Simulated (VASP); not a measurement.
## CdTe: relaxation of cell and atoms with PBE

The system is CdTe.

```
CELL_PARAMETERS angstrom
0.00000 3.20500 3.20500
3.20500 0.00000 3.20500
3.20500 3.20500 0.00000
ATOMIC_POSITIONS crystal
Cd 0.00000 0.00000 0.00000
Te 0.25000 0.25000 0.25000
```

* Program: VASP 6.6.1
* Task: relaxation of cell and atoms
* Functional: PBE
* Potentials or basis: VASP PAW PBE potentials, release 64 (Cd, Te)
* Cutoff: 600 eV
* k mesh: 6 × 6 × 6
* Occupations: gaussian, width 0.01 eV
* Spin: no spin polarisation
* Dipole correction: no
* Further INCAR settings: ALGO = Normal; EDIFF = 1e-06; IBRION = 2; EDIFFG = -0.01; NSW = 80; ISIF = 3

```json
{"Relaxed volume": "36.31 Å³/atom", "Relaxed cell": "a = 4.683 Å, b = 4.683 Å, c = 4.683 Å, α = 60.00°, β = 60.00°, γ = 60.00°", "Space group after relaxing (to 0.05 Å)": "F-43m (No. 216)", "Energy gained by relaxing": "42.3 meV/atom", "Ionic steps": "3", "Pressure after relaxing": "0.0 GPa", "Band gap on the k mesh": "0.57 eV, direct"}
```

The path:
```
step  energy change (eV)  largest force (eV/Å)  pressure (GPa)  volume (Å³)
   1              0.0000                0.0000            4.37        65.84
   2             -0.0782                0.0000           -0.94        74.78
   3             -0.0846                0.0000            0.02        72.63
```

Final structure:
```
Cd Te
1.0
     0.00000    3.31153    3.31153
     3.31153    0.00000    3.31153
     3.31153    3.31153    0.00000
Cd Te
1 1
Direct
  0.00000 0.00000 0.00000
  0.25000 0.25000 0.25000
```

Levels at points of the mesh, in eV from the valence-band top:
```tsv
k point	band 6	band 7	band 8	band 9	band 10	band 11	band 12	band 13
(0.00, 0.00, 0.00)	-7.87	0.00	0.00	0.00	0.57	4.64	4.64	4.64
(0.50, 0.00, 0.00)	-7.57	-4.07	-0.68	-0.68	1.75	5.21	5.21	7.01
(0.50, 0.50, 0.00)	-7.45	-4.00	-1.65	-1.65	2.67	2.74	8.50	8.80
```

It took 24 s on 1 thread of Intel(R) Xeon(R) 6975P-C (Granite Rapids) (shared host), peak memory 0.22 GiB.

Caveat: spin-orbit coupling is left out, which moves the levels of the heavy elements; the volume moved by +10 % from the deposited cell, more than functionals usually miss. PBE usually gives volumes a little too large and moduli too small.
